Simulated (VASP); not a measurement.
Set up this calculation in VASP 6.6.1, as the native input.

```yaml
Task: single point
Functional: PBE
Potentials_or_basis: VASP PAW PBE potentials, release 64 (Sr_sv, Br)
Cutoff: 520 eV
k_mesh: 6 × 6 × 2
Occupations: gaussian, width 0.1 eV
Spin: no spin polarisation
Dipole_correction: no
Further_INCAR_settings: ALGO = Normal; EDIFF = 1e-07; NBANDS = 30
```

The structure of Sr3Br2 lies in POSCAR:

```
Sr3Br2
1.0
    4.4620516693      0.0000000000      0.0000000000
   -2.2310258347      3.8642500986      0.0000000000
    0.0000000000      0.0000000000     14.5518821131
Sr Br
3 2
Direct
    0.0000000000      0.0000000000      0.0000000000
    0.3333333333      0.6666666667      0.6110258898
    0.6666666667      0.3333333333      0.3889741102
    0.3333333333      0.6666666667      0.1137416323
    0.6666666667      0.3333333333      0.8862583677
```

These files were run (other wordings do the same):

INCAR

```
PREC = Accurate ; ENCUT = 520
EDIFF = 1E-7 ; ISMEAR = 0
SIGMA = 0.1 ; LREAL = F
LASPH = T ; NELM = 80
ALGO = Normal ; ISIF = 2
LWAVE = F ; LCHARG = F
GGA = PE ; NBANDS = 30
```

KPOINTS

```
Automatic mesh
0
Gamma
  6 6 2
```

Potentials or basis: VASP PAW PBE potentials, release 64 (Sr_sv, Br).

Command:

```sh
$ cat potpaw_PBE.64/Sr_sv/POTCAR potpaw_PBE.64/Br/POTCAR > POTCAR
$ mpirun -np 1 vasp_std > vasp.out
```

It gave:

| Quantity | Value |
| --- | --- |
| Pressure | 0.1 GPa |
| Largest force | 0.033 eV/Å |
| Band gap on the k mesh | zero (bands 22 and 23 overlap by 0.23 eV) |

Wall time 67 s on 1 thread of AMD EPYC 9R45 96-Core Processor (Zen 5) (shared host), peak memory 0.37 GiB.
